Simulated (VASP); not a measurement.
# Au (Fm-3m) in VASP: single point with LDA

Aim: the single point of Au with LDA.

All numbers are computed with VASP 6.6.1; they aren't measurements. Logs are shortened: lines on timing, memory, paths and dates and some standing lists are left out, and cuts for length are marked.

### Step 1. The cell of the first run

Symmetry: Fm-3m, No. 225, cubic system. The conventional cell has a = 4.049 Å, b = 4.049 Å, c = 4.049 Å, α = 90.00°, β = 90.00°, γ = 90.00°. Au (site symmetry m-3m) has 12 Au at 2.86 Å within 3.8 Å.

### Step 2. Single point, LDA

File INCAR:

```
SYSTEM = Au
PREC     = Accurate       ! precision mode
ENCUT    = 520            ! plane-wave cutoff, eV
EDIFF    = 1E-6           ! SCF threshold, eV
ISMEAR   = 0              ! smearing method
SIGMA    = 0.1            ! smearing width, eV
LREAL    = Auto         
LASPH    = .TRUE.         ! aspherical terms in the spheres
NELM     = 100            ! most SCF steps
ALGO     = Fast           ! electronic algorithm
ISIF     = 2              ! what is computed and relaxed
LWAVE    = .FALSE.        ! write WAVECAR
LCHARG   = .FALSE.        ! write CHGCAR
GGA      = CA             ! functional
NBANDS   = 168            ! bands
```

File KPOINTS:

```
Automatic mesh
0
G
  4 4 4
  0 0 0
```

File POSCAR:

```
Au
1.0
   -6.0729505978     -6.0729505978      0.0000000000
    0.0000000000     -6.0729505978      6.0729505978
   -6.0729505978      0.0000000000      6.0729505978
Au
27
Direct
    0.6666666667      0.0000000000      0.0000000000
    0.3333333333      0.0000000000      0.0000000000
    0.0000000000      0.0000000000      0.0000000000
    0.6666666667      0.3333333333      0.0000000000
    0.3333333333      0.3333333333      0.0000000000
    0.0000000000      0.3333333333      0.0000000000
    0.6666666667      0.6666666667      0.0000000000
    0.3333333333      0.6666666667      0.0000000000
    0.0000000000      0.6666666667      0.0000000000
    0.6666666667      0.0000000000      0.3333333333
    0.3333333333      0.0000000000      0.3333333333
    0.0000000000      0.0000000000      0.3333333333
    0.6666666667      0.3333333333      0.3333333333
    0.3333333333      0.3333333333      0.3333333333
    0.0000000000      0.3333333333      0.3333333333
    0.6666666667      0.6666666667      0.3333333333
    0.3333333333      0.6666666667      0.3333333333
    1.0000000000      0.6666666667      0.3333333333
    0.6666666667      0.0000000000      0.6666666667
    0.3333333333      0.0000000000      0.6666666667
    0.0000000000      0.0000000000      0.6666666667
    0.6666666667      0.3333333333      0.6666666667
    0.3333333333      0.3333333333      0.6666666667
    1.0000000000      0.3333333333      0.6666666667
    0.6666666667      0.6666666667      0.6666666667
    0.3333333333      0.6666666667      0.6666666667
    0.0000000000      0.6666666667      0.6666666667
```

Potentials or basis: VASP PAW LDA potentials, release 64 (Au).

On the command line:

```console
> cat potpaw_LDA.64/Au/POTCAR > POTCAR
> mpirun -np 1 vasp_std > vasp.out
```

OUTCAR:

```text
SYSTEM = Au
   PREC = Accurate
   ENCUT = 520
   EDIFF = 1E-6
   ISMEAR = 0
   LREAL = Auto
   LASPH = .TRUE.
   NELM = 100
   ISIF = 2
   GGA = CA

 ion  position               nearest neighbor table
   1  0.667  0.000  0.000-   3 2.86   4 2.86   7 2.86   9 2.86  10 2.86  16 2.86  19 2.86  21 2.86
                            22 2.86   5 2.86  11 2.86   2 2.86
   2  0.333  0.000  0.000-   3 2.86   5 2.86   6 2.86   8 2.86  11 2.86  12 2.86  17 2.86  20 2.86
                            23 2.86   7 2.86  19 2.86   1 2.86
   3  0.000  0.000  0.000-   1 2.86   2 2.86   4 2.86   6 2.86   8 2.86   9 2.86  10 2.86  12 2.86
                            18 2.86  20 2.86  21 2.86  24 2.86
   4  0.667  0.333  0.000-   1 2.86   3 2.86   6 2.86  10 2.86  13 2.86  22 2.86  24 2.86  14 2.86
                            25 2.86   5 2.86   7 2.86   8 2.86
   5  0.333  0.333  0.000-   2 2.86   6 2.86  11 2.86  14 2.86  15 2.86  23 2.86   1 2.86  22 2.86
                             9 2.86  26 2.86   8 2.86   4 2.86
   6  0.000  0.333  0.000-   2 2.86   3 2.86   4 2.86   5 2.86  12 2.86  13 2.86  15 2.86  23 2.86
                            24 2.86   7 2.86  27 2.86   9 2.86
   7  0.667  0.667  0.000-   1 2.86   9 2.86  16 2.86  19 2.86  25 2.86  27 2.86  17 2.86   2 2.86
                            13 2.86   6 2.86   8 2.86   4 2.86
   8  0.333  0.667  0.000-   2 2.86   3 2.86   9 2.86  17 2.86  18 2.86  20 2.86  26 2.86  25 2.86
                            14 2.86   5 2.86   7 2.86   4 2.86
   9  0.000  0.667  0.000-   1 2.86   3 2.86   7 2.86   8 2.86  16 2.86  18 2.86  21 2.86  26 2.86
                            27 2.86  15 2.86   5 2.86   6 2.86
  10  0.667  0.000  0.333-   1 2.86   3 2.86   4 2.86  12 2.86  13 2.86  16 2.86  18 2.86  14 2.86
                            25 2.86  19 2.86  20 2.86  11 2.86
  11  0.333  0.000  0.333-   2 2.86   5 2.86  12 2.86  14 2.86  15 2.86  17 2.86  16 2.86   1 2.86
                            21 2.86  26 2.86  10 2.86  20 2.86
[... 36 lines left out ...]
  Lattice vectors:

 A1 = (  -6.0729505978,  -6.0729505978,   0.0000000000)
 A2 = (   0.0000000000,  -6.0729505978,   6.0729505978)
 A3 = (  -6.0729505978,   0.0000000000,   6.0729505978)

Analysis of symmetry for initial positions (statically):
=====================================================================
 Subroutine PRICEL returns following result:

  LATTYP: Found a face centered cubic cell.
 ALAT       =     4.0486337315

  Lattice vectors:

 A1 = (  -2.0243168657,  -2.0243168657,   0.0000000000)
 A2 = (   0.0000000000,  -2.0243168657,   2.0243168657)
 A3 = (  -2.0243168657,   0.0000000000,   2.0243168657)

  27 primitive cells build up your supercell.

 Routine SETGRP: Setting up the symmetry group for a
 face centered cubic supercell.

 Subroutine GETGRP returns: Found 48 space group operations
 (whereof 48 operations were pure point group operations)
 out of a pool of 48 trial point group operations.

The static configuration has the point symmetry O_h .

Analysis of symmetry for dynamics (positions and initial velocities):
=====================================================================
 Subroutine PRICEL returns following result:

  LATTYP: Found a face centered cubic cell.
 ALAT       =     4.0486337315

  Lattice vectors:

 A1 = (  -2.0243168657,  -2.0243168657,   0.0000000000)
 A2 = (   0.0000000000,  -2.0243168657,   2.0243168657)
 A3 = (  -2.0243168657,   0.0000000000,   2.0243168657)

  27 primitive cells build up your supercell.

 Routine SETGRP: Setting up the symmetry group for a
 face centered cubic supercell.

 Subroutine GETGRP returns: Found 48 space group operations
 (whereof 48 operations were pure point group operations)
 out of a pool of 48 trial point group operations.

The dynamic configuration has the point symmetry O_h .

 Subroutine INISYM returns: Found 48 space group operations
 (whereof 48 operations are pure point group operations),
 and found    27 'primitive' translations

----------------------------------------------------------------------------------------

                                     Primitive cell

  volume of cell :      16.5907

  direct lattice vectors                    reciprocal lattice vectors
    -2.024316866 -2.024316866  0.000000000    -0.246996905 -0.246996905 -0.246996905
     0.000000000 -2.024316866  2.024316866     0.246996905 -0.246996905  0.246996905
    -2.024316866  0.000000000  2.024316866    -0.246996905  0.246996905  0.246996905

  length of vectors
     2.862816366  2.862816366  2.862816366     0.427811188  0.427811188  0.427811188

  position of ions in fractional coordinates (direct lattice)
     0.000000000  0.000000000  0.000000000

  ion indices of the primitive-cell ions
   primitive index   ion index
                 1           1

----------------------------------------------------------------------------------------

 KPOINTS: Automatic mesh

Automatic generation of k-mesh.
 Grid dimensions read from file:
 generate k-points for:    4    4    4

 Generating k-lattice:

  Cartesian coordinates                     Fractional coordinates (reciprocal lattice)
    -0.020583075 -0.020583075 -0.020583075     0.250000000  0.000000000  0.000000000
     0.020583075 -0.020583075  0.020583075     0.000000000  0.250000000  0.000000000
    -0.020583075  0.020583075  0.020583075     0.000000000  0.000000000  0.250000000

  Length of vectors
     0.035650932  0.035650932  0.035650932

  Shift w.r.t. Gamma in fractional coordinates (k-lattice)
     0.000000000  0.000000000  0.000000000

 Subroutine IBZKPT returns following result:
 ===========================================

 Found      8 irreducible k-points:

 Following reciprocal coordinates:
            Coordinates               Weight
  0.000000  0.000000  0.000000      1.000000
  0.250000  0.000000  0.000000      8.000000
  0.500000  0.000000  0.000000      4.000000
  0.250000  0.250000  0.000000      6.000000
  0.500000  0.250000  0.000000     24.000000
 -0.250000  0.250000  0.000000     12.000000
  0.500000  0.500000  0.000000      3.000000
 -0.250000  0.500000  0.250000      6.000000
   k-points           NKPTS =      8   k-points in BZ     NKDIM =      8   number of bands    NBANDS=    168
   number of dos      NEDOS =    301   number of ions     NIONS =     27
   total plane-waves  NPLWV = 262144
   dimension x,y,z NGX =    64 NGY =   64 NGZ =   64
   dimension x,y,z NGXF=   128 NGYF=  128 NGZF=  128
   ions per type =              27
   NGX,Y,Z   is equivalent  to a cutoff of  12.39, 12.39, 12.39 a.u.
   NGXF,Y,Z  is equivalent  to a cutoff of  24.78, 24.78, 24.78 a.u.
 SYSTEM =  Au
   PREC   = accura    normal or accurate (medium, high low for compatibility)
   ISTART =      0    job   : 0-new  1-cont  2-samecut
   ICHARG =      2    charge: 1-file 2-atom 10-const
   ISPIN  =      1    spin polarized calculation?
   LNONCOLLINEAR =      F non collinear calculations
   LSORBIT =      F    spin-orbit coupling
   LASPH  =      T    aspherical Exc in radial PAW
   ENCUT  =  520.0 eV  38.22 Ry    6.18 a.u.  15.97 15.97 15.97*2*pi/ulx,y,z
   NELM   =    100;   NELMIN=  2; NELMDL= -5     # of ELM steps
   EDIFF  = 0.1E-05   stopping-criterion for ELM
   LREAL  =      T    real-space projection
   EDIFFG = 0.1E-04   stopping-criterion for IOM
   NSW    =      0    number of steps for IOM
   IBRION =     -1    ionic relax: 0-MD 1-quasi-New 2-CG
   NFREE  =      0    steps in history (QN), initial steepest desc. (CG)
   ISIF   =      2    stress and relaxation
   ISYM   =      2    0-nonsym 1-usesym 2-fastsym
   POTIM  = 0.5000    time-step for ionic-motion
   TEBEG  =    0.0;   TEEND  =   0.0 temperature during run
   PSTRESS=    0.0 pullay stress
   NELECT =     297.0000    total number of electrons
   NUPDOWN=      -1.0000    fix difference up-down
   EMIN   =  10.00;   EMAX   =-10.00  energy-range for DOS
   EFERMI =   0.00;   METHOD = LEGACY
   ISMEAR =     0;   SIGMA  =   0.10  broadening in eV -4-tet -1-fermi 0-gaus
   EFERMI_NEDOS =   21; number of points for ismear=-14 and -15
   IALGO  =     68    algorithm
   IMIX   =      4    mixing-type and parameters
     AMIX     =   0.40;   BMIX     =  1.00
     AMIX_MAG =   1.60;   BMIX_MAG =  1.00
  volume/ion in A,a.u.               =      16.59       111.96
  Fermi-wavevector in a.u.,A,eV,Ry     =   1.427526  2.697632 27.726351  2.037829
  Thomas-Fermi vector in A             =   2.547686
   LORBIT       =      0    0 simple, 1 ext, 2 COOP (PROOUT), +10 PAW based schemes
   GGA     = CA    functional components
   LHFCALC =     F    Hartree Fock is set to
   AEXX    =    0.0000 exact exchange contribution
   IVDW    =     0    specifies the selected vdW correction
   LEPSILON=     F    determine dielectric tensor
   LRPA    =     F    only Hartree local field effects (RPA)
 non-spin polarized calculation
 RMM-DIIS sequential band-by-band and
 Gauss-broadening in eV      SIGMA  =   0.10
  energy-cutoff  :      520.00
  volume of cell :      447.95
 maximum number of plane-waves:     12150
   NGX = 31   NGY = 31   NGZ = 31

 number of electron     297.0000006 magnetization

 Free energy of the ion-electron system (eV)
  ---------------------------------------------------
  ext. energy  EPLUGINS =         0.00000000
  ---------------------------------------------------
  free energy    TOTEN  =      -119.80945057 eV

  energy without entropy =     -119.76677530  energy(sigma->0) =     -119.78811293

 E-fermi :   9.6650     XC(G=0): -13.1398

 val. band max:        9.6620611214   @ k =   0.5000   0.5000   0.0000
 cond. band min:       9.8333609303   @ k =  -0.2500   0.5000   0.2500
 fundamental gap:      0.1712998089
 Fermi energy:         9.6650126515

 k-point     1 :       0.0000    0.0000    0.0000
  band No.  band energies     occupation
      1      -0.4571      2.00000
      2       1.9867      2.00000
      3       1.9867      2.00000
      4       1.9867      2.00000
      5       1.9867      2.00000
      6       1.9867      2.00000
[... 1293 lines left out ...]
    159      11.7228      0.00000
    160      11.8614      0.00000
 [bands above 160 left out]

------------------------ aborting loop because EDIFF is reached ----------------------------------------

  FORCE on cell =-STRESS in cart. coord.  units (eV):
  Direction    XX          YY          ZZ          XY          YZ          ZX
  --------------------------------------------------------------------------------------
  -------------------------------------------------------------------------------------
  Total        0.7120477      0.7120477      0.7120477      0.0000000      0.0000000      0.0000000
  in kB        2.5467743      2.5467743      2.5467743      0.0000000      0.0000000      0.0000000
  external PRESSURE =       2.5467743 kB  Pullay stress =       0.0000000 kB

 VOLUME and BASIS-vectors are now :
 -----------------------------------------------------------------------------
  energy-cutoff  :      520.00
  volume of cell :      447.95
      direct lattice vectors                 reciprocal lattice vectors
    -6.072950598 -6.072950598  0.000000000    -0.082332302 -0.082332302 -0.082332302
     0.000000000 -6.072950598  6.072950598     0.082332302 -0.082332302  0.082332302
    -6.072950598  0.000000000  6.072950598    -0.082332302  0.082332302  0.082332302

 POSITION                                       TOTAL-FORCE (eV/Angst)
 -----------------------------------------------------------------------------------
     -4.04863     -4.04863      0.00000         0.000000      0.000000     -0.000000
     -2.02432     -2.02432      0.00000        -0.000000     -0.000000     -0.000000
      0.00000      0.00000      0.00000         0.000000      0.000000      0.000000
     -4.04863     -6.07295      2.02432        -0.000000      0.000000     -0.000000
     -2.02432     -4.04863      2.02432        -0.000000     -0.000000      0.000000
      0.00000     -2.02432      2.02432         0.000000      0.000000      0.000000
[... 19 lines left out ...]
     -6.07295     -6.07295      8.09727        -0.000000     -0.000000      0.000000
     -4.04863     -4.04863      8.09727         0.000000     -0.000000      0.000000
 -----------------------------------------------------------------------------------
    total drift:                               -0.000000      0.000000      0.000000

  FREE ENERGIE OF THE ION-ELECTRON SYSTEM (eV)
  ---------------------------------------------------
  free  energy   TOTEN  =      -119.8094505678 eV

  energy  without entropy=     -119.7667753007  energy(sigma->0) =     -119.78811293
```

It took 9.9 min on 1 thread of Intel Xeon 6975P-C (Granite Rapids), shared host; peak memory 0.65 GiB.

Results:

| Quantity | Value |
| --- | --- |
| Free energy | -119.8095 eV |
| Pressure | 0.3 GPa |
| Band gap on the k mesh | zero (an odd number of electrons rules out a gap without spin polarisation) |

Caveat: spin-orbit coupling is left out, which moves the levels of the heavy elements.

The gap in the log of VASP goes by the Fermi energy; the results here count the filled bands.